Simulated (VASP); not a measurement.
# SiNi (P4/mmm) in VASP: single point with PBE

Aim: the single point of SiNi with PBE.

Program: VASP 6.6.1. These are calculated values, not measurements. Logs are shortened: lines on timing, memory, paths and dates and some standing lists are left out, and cuts for length are marked.

## Step 1: The cell of the first run

The structure is tetragonal, space group P4/mmm (No. 123). Conventional cell: a = 2.638 Å, b = 2.638 Å, c = 3.273 Å, α = 90.00°, β = 90.00°, γ = 90.00°. Within 3.3 Å of Ni (site symmetry 4/mmm) lie 8 Si at 2.48 Å and 6 Ni at 2.64 to 3.27 Å. Si (site symmetry 4/mmm) has 8 Ni at 2.48 Å and 6 Si at 2.64 to 3.27 Å within 3.3 Å.

## Step 2: Single point, PBE, collinear spin, antiferromagnetic start

The input, INCAR:

```
PREC = Accurate
ENCUT = 520
EDIFF = 1E-7
ISMEAR = 0
SIGMA = 0.1
LREAL = F
LASPH = T
NELM = 150
ALGO = Normal
ISIF = 2
LWAVE = F
LCHARG = F
ISPIN = 2
MAGMOM = 1 -1 0 0
LORBIT = 11
LMAXMIX = 4
GGA = PE
NBANDS = 26
```

The input, KPOINTS:

```
regular mesh
0
Gamma
  16 16 6
```

The input, POSCAR:

```
SiNi
1.0
    2.6376575923      0.0000000000      0.0000000000
    0.0000000000      2.6376575923      0.0000000000
    0.0000000000      0.0000000000      6.5455910239
Ni Si
2 2
Direct
    1.0000000000      0.0000000000      1.0000000000
    1.0000000000      0.0000000000      0.5000000000
    0.5000000000      0.5000000000      0.2500000000
    0.5000000000      0.5000000000      0.7500000000
```

Potentials or basis: VASP PAW PBE potentials, release 64 (Ni, Si).

The run is started by

```
$ cat potpaw_PBE.64/Ni/POTCAR potpaw_PBE.64/Si/POTCAR > POTCAR
$ mpirun -np 1 vasp_std > vasp.out
```

OUTCAR:

```text
PREC = Accurate
   ENCUT = 520
   EDIFF = 1E-7
   ISMEAR = 0
   LREAL = F
   LASPH = T
   NELM = 150
   ISIF = 2
   ISPIN = 2
   LORBIT = 11
   GGA = PE

 ion  position               nearest neighbor table
   1  0.000  0.000  0.000-   3 2.48   4 2.48   3 2.48   4 2.48   3 2.48   4 2.48   3 2.48   4 2.48

   2  0.000  0.000  0.500-   3 2.48   4 2.48   3 2.48   4 2.48   3 2.48   4 2.48   3 2.48   4 2.48

   3  0.500  0.500  0.250-   1 2.48   2 2.48   1 2.48   2 2.48   1 2.48   2 2.48   1 2.48   2 2.48
[... 9 lines left out ...]
 A1 = (   2.6376575923,   0.0000000000,   0.0000000000)
 A2 = (   0.0000000000,   2.6376575923,   0.0000000000)
 A3 = (   0.0000000000,   0.0000000000,   6.5455910239)

Analysis of symmetry for initial positions (statically):
=====================================================================
 Subroutine PRICEL returns following result:

  LATTYP: Found a simple tetragonal cell.
 ALAT       =     2.6376575923
 C/A-ratio  =     1.2407961979
[... 12 lines left out ...]
 Subroutine GETGRP returns: Found 16 space group operations
 (whereof 16 operations were pure point group operations)
 out of a pool of 16 trial point group operations.

The static configuration has the point symmetry D_4h.

Analysis of symmetry for dynamics (positions and initial velocities):
=====================================================================
 Subroutine PRICEL returns following result:

  LATTYP: Found a simple tetragonal cell.
 ALAT       =     2.6376575923
 C/A-ratio  =     1.2407961979
[... 12 lines left out ...]
 Subroutine GETGRP returns: Found 16 space group operations
 (whereof 16 operations were pure point group operations)
 out of a pool of 16 trial point group operations.

The dynamic configuration has the point symmetry D_4h.

Analysis of structural, dynamic, and magnetic symmetry:
=====================================================================
 Subroutine PRICEL returns following result:

  LATTYP: Found a simple tetragonal cell.
 ALAT       =     2.6376575923
 C/A-ratio  =     1.2407961979
[... 12 lines left out ...]
 Subroutine GETGRP returns: Found 16 space group operations
 (whereof 16 operations were pure point group operations)
 out of a pool of 16 trial point group operations.

The overall configuration has the point symmetry D_4h.

 Subroutine INISYM returns: Found 16 space group operations
 (whereof 16 operations are pure point group operations),
 and found     2 'primitive' translations

----------------------------------------------------------------------------------------

                                     Primitive cell

  volume of cell :      22.7696

  direct lattice vectors                    reciprocal lattice vectors
     2.637657592  0.000000000  0.000000000     0.379124267  0.000000000  0.000000000
     0.000000000  2.637657592  0.000000000     0.000000000  0.379124267  0.000000000
     0.000000000  0.000000000  3.272795512     0.000000000  0.000000000  0.305549185

  length of vectors
     2.637657592  2.637657592  3.272795512     0.379124267  0.379124267  0.305549185

  position of ions in fractional coordinates (direct lattice)
     0.000000000  0.000000000  0.000000000
     0.500000000  0.500000000  0.500000000

  ion indices of the primitive-cell ions
   primitive index   ion index
                 1           1
                 2           3

----------------------------------------------------------------------------------------

 KPOINTS: regular mesh

Automatic generation of k-mesh.
 Grid dimensions read from file:
 generate k-points for:   16   16    6

 Generating k-lattice:

  Cartesian coordinates                     Fractional coordinates (reciprocal lattice)
     0.023695267  0.000000000  0.000000000     0.062500000  0.000000000  0.000000000
     0.000000000  0.023695267  0.000000000     0.000000000  0.062500000  0.000000000
     0.000000000  0.000000000  0.025462432     0.000000000  0.000000000  0.166666667

  Length of vectors
     0.023695267  0.023695267  0.025462432

  Shift w.r.t. Gamma in fractional coordinates (k-lattice)
     0.000000000  0.000000000  0.000000000

 Subroutine IBZKPT returns following result:
 ===========================================

 Found    180 irreducible k-points:

 Following reciprocal coordinates:
            Coordinates               Weight
  0.000000  0.000000  0.000000      1.000000
  0.062500  0.000000  0.000000      4.000000
  0.125000  0.000000  0.000000      4.000000
  0.187500  0.000000  0.000000      4.000000
  0.250000  0.000000  0.000000      4.000000
  0.312500  0.000000  0.000000      4.000000
[... 16 lines left out ...]
  0.437500  0.125000  0.000000      8.000000
  0.500000  0.125000  0.000000      4.000000
 [... further k-points ...]
   k-points           NKPTS =    180   k-points in BZ     NKDIM =    180   number of bands    NBANDS=     26
   number of dos      NEDOS =    301   number of ions     NIONS =      4
   total plane-waves  NPLWV =  20000
   dimension x,y,z NGX =    20 NGY =   20 NGZ =   50
   dimension x,y,z NGXF=    40 NGYF=   40 NGZF=  100
   ions per type =               2   2
   NGX,Y,Z   is equivalent  to a cutoff of  12.61, 12.61, 12.70 a.u.
   NGXF,Y,Z  is equivalent  to a cutoff of  25.21, 25.21, 25.40 a.u.
 SYSTEM =  unknown system
   PREC   = accura    normal or accurate (medium, high low for compatibility)
   ISTART =      0    job   : 0-new  1-cont  2-samecut
   ICHARG =      2    charge: 1-file 2-atom 10-const
   ISPIN  =      2    spin polarized calculation?
   LNONCOLLINEAR =      F non collinear calculations
   LSORBIT =      F    spin-orbit coupling
   LASPH  =      T    aspherical Exc in radial PAW
   ENCUT  =  520.0 eV  38.22 Ry    6.18 a.u.   4.90  4.90 12.17*2*pi/ulx,y,z
   NELM   =    150;   NELMIN=  2; NELMDL= -5     # of ELM steps
   EDIFF  = 0.1E-06   stopping-criterion for ELM
   LREAL  =      F    real-space projection
   EDIFFG = 0.1E-05   stopping-criterion for IOM
   NSW    =      0    number of steps for IOM
   IBRION =     -1    ionic relax: 0-MD 1-quasi-New 2-CG
   NFREE  =      0    steps in history (QN), initial steepest desc. (CG)
   ISIF   =      2    stress and relaxation
   ISYM   =      2    0-nonsym 1-usesym 2-fastsym
   POTIM  = 0.5000    time-step for ionic-motion
   TEBEG  =    0.0;   TEEND  =   0.0 temperature during run
   PSTRESS=    0.0 pullay stress
   NELECT =      28.0000    total number of electrons
   NUPDOWN=      -1.0000    fix difference up-down
   EMIN   =  10.00;   EMAX   =-10.00  energy-range for DOS
   EFERMI =   0.00;   METHOD = LEGACY
   ISMEAR =     0;   SIGMA  =   0.10  broadening in eV -4-tet -1-fermi 0-gaus
   EFERMI_NEDOS =   21; number of points for ismear=-14 and -15
   IALGO  =     38    algorithm
   IMIX   =      4    mixing-type and parameters
     AMIX     =   0.40;   BMIX     =  1.00
     AMIX_MAG =   1.60;   BMIX_MAG =  1.00
  volume/ion in A,a.u.               =      11.38        76.83
  Fermi-wavevector in a.u.,A,eV,Ry     =   1.392085  2.630658 26.366721  1.937899
  Thomas-Fermi vector in A             =   2.515861
   LORBIT       =     11    0 simple, 1 ext, 2 COOP (PROOUT), +10 PAW based schemes
   GGA     = PE    functional components
   LHFCALC =     F    Hartree Fock is set to
   AEXX    =    0.0000 exact exchange contribution
   IVDW    =     0    specifies the selected vdW correction
   LEPSILON=     F    determine dielectric tensor
   LRPA    =     F    only Hartree local field effects (RPA)
 spin polarized calculation
 Gauss-broadening in eV      SIGMA  =   0.10
  energy-cutoff  :      520.00
  volume of cell :       45.54
 maximum number of plane-waves:      1252
 NGX is ok and might be reduce to    20
   NGX =  9   NGY =  9   NGZ = 25

 number of electron      27.9999975 magnetization      -0.0000000

 number of electron      27.9999975 magnetization       0.0000000

 Free energy of the ion-electron system (eV)
  ---------------------------------------------------
  ext. energy  EPLUGINS =         0.00000000
  ---------------------------------------------------
  free energy    TOTEN  =       -22.94247523 eV

  energy without entropy =      -22.93331048  energy(sigma->0) =      -22.93789285

 E-fermi :  11.8426     XC(G=0): -12.5973

 val. band max:       11.8357545014   @ k =   0.4375   0.1875   0.1667
 cond. band min:      11.8484978674   @ k =   0.5000   0.3125   0.1667
 fundamental gap:      0.0127433660
 Fermi energy:        11.8426397013

 spin component 1

 k-point     1 :       0.0000    0.0000    0.0000
  band No.  band energies     occupation
      1      -2.2600      1.00000
      2      -0.0156      1.00000
      3       2.7769      1.00000
      4       7.5088      1.00000
      5       7.9491      1.00000
      6       8.2074      1.00000
[... 685 lines left out ...]
     25      24.0348      0.00000
     26      27.2491      0.00000

 [... further k-points ...]

 spin component 2

 k-point     1 :       0.0000    0.0000    0.0000
  band No.  band energies     occupation
      1      -2.2600      1.00000
      2      -0.0156      1.00000
      3       2.7769      1.00000
      4       7.5088      1.00000
      5       7.9491      1.00000
      6       8.2074      1.00000
[... 685 lines left out ...]
     25      24.0348      0.00000
     26      27.2511      0.00000

 [... further k-points ...]

------------------------ aborting loop because EDIFF is reached ----------------------------------------

  FORCE on cell =-STRESS in cart. coord.  units (eV):
  Direction    XX          YY          ZZ          XY          YZ          ZX
  --------------------------------------------------------------------------------------
  -------------------------------------------------------------------------------------
  Total       -0.0164615     -0.0164615      0.0342267      0.0000000      0.0000000      0.0000000
  in kB       -0.5791559     -0.5791559      1.2041774      0.0000000      0.0000000      0.0000000
  external PRESSURE =       0.0152886 kB  Pullay stress =       0.0000000 kB

 VOLUME and BASIS-vectors are now :
 -----------------------------------------------------------------------------
  energy-cutoff  :      520.00
  volume of cell :       45.54
      direct lattice vectors                 reciprocal lattice vectors
     2.637657592  0.000000000  0.000000000     0.379124267  0.000000000  0.000000000
     0.000000000  2.637657592  0.000000000     0.000000000  0.379124267  0.000000000
     0.000000000  0.000000000  6.545591024     0.000000000  0.000000000  0.152774592

 POSITION                                       TOTAL-FORCE (eV/Angst)
 -----------------------------------------------------------------------------------
      0.00000      0.00000      0.00000        -0.000000      0.000000     -0.000000
      0.00000      0.00000      3.27280        -0.000000      0.000000      0.000000
      1.31883      1.31883      1.63640         0.000000     -0.000000      0.000000
      1.31883      1.31883      4.90919         0.000000     -0.000000      0.000000
 -----------------------------------------------------------------------------------
    total drift:                               -0.000000      0.000000      0.000000

  FREE ENERGIE OF THE ION-ELECTRON SYSTEM (eV)
  ---------------------------------------------------
  free  energy   TOTEN  =       -22.9424752277 eV

  energy  without entropy=      -22.9333104777  energy(sigma->0) =      -22.93789285

 total charge

# of ion       s       p       d       tot
------------------------------------------
    1        0.452   0.565   8.488   9.506
    2        0.452   0.565   8.488   9.506
    3        0.724   0.842   0.000   1.565
    4        0.724   0.842   0.000   1.565
--------------------------------------------------
tot          2.352   2.814  16.975  22.142

 magnetization (x)

# of ion       s       p       d       tot
------------------------------------------
    1       -0.000  -0.000   0.000   0.000
    2        0.000   0.000  -0.000  -0.000
    3        0.000   0.000   0.000   0.000
    4        0.000   0.000   0.000   0.000
--------------------------------------------------
tot          0.000   0.000   0.000   0.000
```

It took 3.1 min on 1 thread of Intel Xeon 6975P-C (Granite Rapids), shared host; peak memory 0.39 GiB.

Results:

| Quantity | Value |
| --- | --- |
| Free energy | -22.9425 eV |
| Pressure | 0.0 GPa |
| Band gap on the k mesh | zero (filled and empty bands overlap) |
| Net moment | 0.00 μB per cell |
| Valence electrons inside the program's atomic spheres | Ni 9.51; Si 1.56 |

Stress tensor (GPa, compression positive):
```
-0.06  0.00  0.00
 0.00 -0.06  0.00
 0.00  0.00  0.12
```

Levels at points of the mesh, in eV from the Fermi level:
Spin up:
| k point | band 10 | band 11 | band 12 | band 13 | band 14 | band 15 | band 16 | band 17 | band 18 | band 19 |
| --- | --- | --- | --- | --- | --- | --- | --- | --- | --- | --- |
| (0.00, 0.00, 0.00) | -2.20 | -2.20 | -1.68 | -1.65 | -1.54 | 4.40 | 5.14 | 5.14 | 6.79 | 7.36 |
| (0.50, 0.00, 0.00) | -2.45 | -2.30 | -2.03 | -2.01 | -0.76 | -0.14 | 0.78 | 5.06 | 5.11 | 5.35 |
| (0.50, 0.50, 0.00) | -1.85 | -1.74 | -1.11 | -1.11 | 0.70 | 0.74 | 1.43 | 1.43 | 1.56 | 1.56 |
| (0.00, 0.00, 0.50) | -2.42 | -2.30 | -2.30 | -1.67 | -1.67 | 6.20 | 6.20 | 6.20 | 6.20 | 7.08 |
| (0.50, 0.00, 0.50) | -2.50 | -2.17 | -2.17 | -1.19 | -1.19 | 1.31 | 1.31 | 2.01 | 2.01 | 9.62 |
| (0.50, 0.50, 0.50) | -1.60 | -1.60 | -1.60 | -1.11 | -1.11 | -0.32 | -0.32 | 1.59 | 1.59 | 4.30 |
Spin down:
```csv
k point,band 10,band 11,band 12,band 13,band 14,band 15,band 16,band 17,band 18,band 19
"(0.00, 0.00, 0.00)",-2.20,-2.20,-1.68,-1.65,-1.54,4.40,5.14,5.14,6.79,7.36
"(0.50, 0.00, 0.00)",-2.45,-2.30,-2.03,-2.01,-0.76,-0.14,0.78,5.06,5.11,5.35
"(0.50, 0.50, 0.00)",-1.85,-1.74,-1.11,-1.11,0.70,0.74,1.43,1.43,1.56,1.56
"(0.00, 0.00, 0.50)",-2.42,-2.30,-2.30,-1.67,-1.67,6.20,6.20,6.20,6.20,7.08
"(0.50, 0.00, 0.50)",-2.50,-2.17,-2.17,-1.19,-1.19,1.31,1.31,2.01,2.01,9.62
"(0.50, 0.50, 0.50)",-1.60,-1.60,-1.60,-1.11,-1.11,-0.32,-0.32,1.59,1.59,4.30
```

Caveat: the moments typed at the start vanished in this run.
